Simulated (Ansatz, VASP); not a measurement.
## Two plane-wave programs on SiGe

File POSCAR:

```
SiGe
1.0
    3.9044512986      0.0000000000      0.0000000000
   -1.9522256493      3.3813540124      0.0000000000
    0.0000000000      0.0000000000      6.1282438500
Si Ge
2 2
Direct
    0.6666666667      0.3333333333      0.8746070000
    0.3333333333      0.6666666667      0.3746070000
    0.6666666667      0.3333333333      0.5003920000
    0.3333333333      0.6666666667      0.0003920000
```

File INCAR.step1:

```
ALGO = Normal
EDIFF = 1E-4
ENCUT = 520
GGA = PE
ISMEAR = 0
LASPH = T
LCHARG = F
LREAL = F
LWAVE = T
NBANDS = 26
NELM = 60
PREC = Accurate
SIGMA = 0.05
```

File INCAR.step2:

```
ALGO = Normal
EDIFF = 1E-7
ENCUT = 520
ISIF = 2
ISMEAR = 0
ISTART = 1
LASPH = T
LCHARG = F
LMIXTAU = T
LREAL = F
LWAVE = F
METAGGA = R2SCAN
NBANDS = 26
NELM = 60
PREC = Accurate
SIGMA = 0.05
```

Contents of KPOINTS:

```
k-points
0
Gamma
  12 12 4
```

Input for Ansatz:

```yaml
crystal:
  lattice:
    - [3.9044512986, 0.0, 0.0]
    - [-1.9522256493, 3.3813540124, 0.0]
    - [0.0, 0.0, 6.12824385]
  atoms:
    - { symbol: Si, position: [0.6666666667, 0.3333333333, 0.874607] }
    - { symbol: Si, position: [0.3333333333, 0.6666666667, 0.374607] }
    - { symbol: Ge, position: [0.6666666667, 0.3333333333, 0.500392] }
    - { symbol: Ge, position: [0.3333333333, 0.6666666667, 0.000392] }
basis:
  ecutwfc: 500
kpoints:
  mp_grid: { grid: [12, 12, 4] }
hamiltonian:
  xc: r2scan
scf:
  occupations: { method: gaussian, width: 0.05 }
output:
  forces: true
  stress: true
  eigenvalues: true
```

Change from the starting cell: strain +0.000 along x and y, -0.050 along z, atoms carried along.

Alike in both runs: task single point; functional r2SCAN; k mesh 12 × 12 × 4; occupations gaussian, width 0.05 eV; no spin polarisation.

```csv
,VASP,Ansatz
version,VASP 6.6.1,Ansatz 0.2.0
potentials or method,"VASP PAW PBE potentials, release 64 (Si, Ge_d), cutoff 520 eV","scalar-relativistic, plane waves, PAW"
valence electrons in the cell,36,36
```

VASP gave:

| Property | Result |
| --- | --- |
| gap on the k mesh at the Fermi level (eV) | 0.30 |
| least direct gap on the mesh (eV) | 0.32 |
| pressure (GPa) | 5.3 |
| traceless stress, the component that is largest in VASP (GPa) | 9.31 |
| rms of the force components (eV/Å) | 0.394 |

Q: Which values does Ansatz return?

A: gap on the k mesh at the Fermi level (eV): 0.30; least direct gap on the mesh (eV): 0.33; pressure (GPa): 5.4; traceless stress, the component that is largest in VASP (GPa): 9.31; rms of the force components (eV/Å): 0.393.

VASP's potentials were made for PBE, not for r2SCAN. Atom by atom the forces differ by 0.001 eV/Å (rms over components).
